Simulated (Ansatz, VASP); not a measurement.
TiO: VASP beside Ansatz

INCAR

```
PREC = Accurate ; ENCUT = 520
EDIFF = 1E-6 ; ISMEAR = 0
SIGMA = 0.1 ; LREAL = False
LASPH = True ; NELM = 150
ALGO = Normal ; ISIF = 2
LWAVE = False ; LCHARG = True
ISPIN = 2 ; MAGMOM = 1 0 0 0 0 0
LORBIT = 11 ; LMAXMIX = 4
GGA = PS ; LELF = True
LVHAR = True ; NBANDS = 40
```

Contents of KPOINTS:

```
Automatic mesh
0
Gamma
  4 4 4
```

File POSCAR:

```
TiO
1.0
    4.0866680000      0.0000000000      0.0000000000
    0.0000000000      4.0866680000      0.0000000000
    0.0000000000      0.0000000000      4.0866680000
Ti O
3 3
Direct
    0.5000000000      0.5000000000      0.0000000000
    0.0000000000      0.5000000000      0.5000000000
    0.5000000000      0.0000000000      0.5000000000
    0.0000000000      0.5000000000      0.0000000000
    0.5000000000      0.0000000000      0.0000000000
    0.0000000000      0.0000000000      0.5000000000
```

Input for Ansatz:

```yaml
crystal:
  lattice:
    - [4.086668, 0.0, 0.0]
    - [0.0, 4.086668, 0.0]
    - [0.0, 0.0, 4.086668]
  atoms:
    - { symbol: Ti, position: [0.5, 0.5, 0.0], spin: 1.0 }
    - { symbol: Ti, position: [0.0, 0.5, 0.5] }
    - { symbol: Ti, position: [0.5, 0.0, 0.5] }
    - { symbol: O, position: [0.0, 0.5, 0.0] }
    - { symbol: O, position: [0.5, 0.0, 0.0] }
    - { symbol: O, position: [0.0, 0.0, 0.5] }
basis:
  ecutwfc: 420
kpoints:
  mp_grid: { grid: [4, 4, 4] }
hamiltonian:
  xc: pbesol
scf:
  occupations: { method: gaussian, width: 0.1 }
  lower_state_search: "off"
output:
  forces: true
  stress: true
  eigenvalues: true
  populations: true
magnetization:
  spin_polarized: true
```

Alike in both runs: task single point; functional PBEsol; k mesh 4 × 4 × 4; occupations gaussian, width 0.1 eV; collinear spin.

```csv
,VASP,Ansatz
version,VASP 6.6.1,Ansatz 0.2.0
potentials or method,"VASP PAW PBE potentials, release 64 (Ti_sv, O), cutoff 520 eV","scalar-relativistic, plane waves, PAW"
valence electrons in the cell,54,54
```

Ansatz gave:

- gap on the k mesh at the Fermi level (eV): none
- pressure (GPa): -8.0
- net moment per atom (μB): 0.14
- size of the moment on the site where the two differ most (μB): 0.15

Task: Estimate VASP's values.

Result: gap on the k mesh at the Fermi level (eV): none; pressure (GPa): -7.5; net moment per atom (μB): 0.13; size of the moment on the site where the two differ most (μB): 0.21.

VASP's potentials were made for PBE, not for PBEsol. Site moments also hang on the region over which each program counts them. A gap of «none» marks a metal or a gap that the smearing closes.

The k mesh is coarse, so the values compare programs but aren't converged.
